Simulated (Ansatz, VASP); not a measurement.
Two plane-wave programs on CdTe

The input INCAR:

```
SYSTEM = CdTe
PREC = Accurate ; ENCUT = 520
EDIFF = 1E-6 ; ISMEAR = 0
SIGMA = 0.05 ; LREAL = .FALSE.
LASPH = .TRUE. ; NELM = 100
ALGO = Normal ; ISIF = 2
LWAVE = .FALSE. ; LCHARG = .TRUE.
GGA = PS ; LELF = .TRUE.
LVHAR = .TRUE. ; NBANDS = 16
```

KPOINTS

```
Automatic mesh
0
G
  10 10 10
  0 0 0
```

The input POSCAR:

```
CdTe
1.0
    0.0000000000      3.2445925398      3.2445925398
    3.2445925398      0.0000000000      3.2445925398
    3.2445925398      3.2445925398      0.0000000000
Cd Te
1 1
Direct
    0.0000000000      0.0000000000      0.0000000000
    0.2500000000      0.2500000000      0.2500000000
```

Input for Ansatz:

```yaml
crystal:
  lattice:
    - [0.0, 3.2445925398, 3.2445925398]
    - [3.2445925398, 0.0, 3.2445925398]
    - [3.2445925398, 3.2445925398, 0.0]
  atoms:
    - { symbol: Cd, position: [0.0, 0.0, 0.0] }
    - { symbol: Te, position: [0.25, 0.25, 0.25] }
basis:
  ecutwfc: 420
  ecutrho_ratio: 4
kpoints:
  mp_grid: { grid: [10, 10, 10] }
hamiltonian:
  xc: pbesol
scf:
  occupations: { method: gaussian, width: 0.05 }
output:
  forces: true
  stress: true
  eigenvalues: true
```

Alike in both runs: task single point; functional PBEsol; k mesh 10 × 10 × 10; occupations gaussian, width 0.05 eV; no spin polarisation.

```csv
,VASP,Ansatz
version,VASP 6.6.1,Ansatz 0.2.0
potentials or method,"VASP PAW PBE potentials, release 64 (Cd, Te), cutoff 520 eV","scalar-relativistic, plane waves, PAW"
valence electrons in the cell,18,36
```

```tsv
	VASP	Ansatz	Ansatz less VASP
gap on the k mesh at the Fermi level (eV)	0.65	0.65	-0.002
least direct gap on the mesh (eV)	0.65	0.65	-0.002
pressure (GPa)	0.2	0.0	-0.16
```

VASP's potentials were made for PBE, not for PBEsol. VASP's potentials hold 18 valence electrons a cell and Ansatz's 36, so a difference there can come from the potentials and not from the codes.

Neither program's run includes spin-orbit coupling.
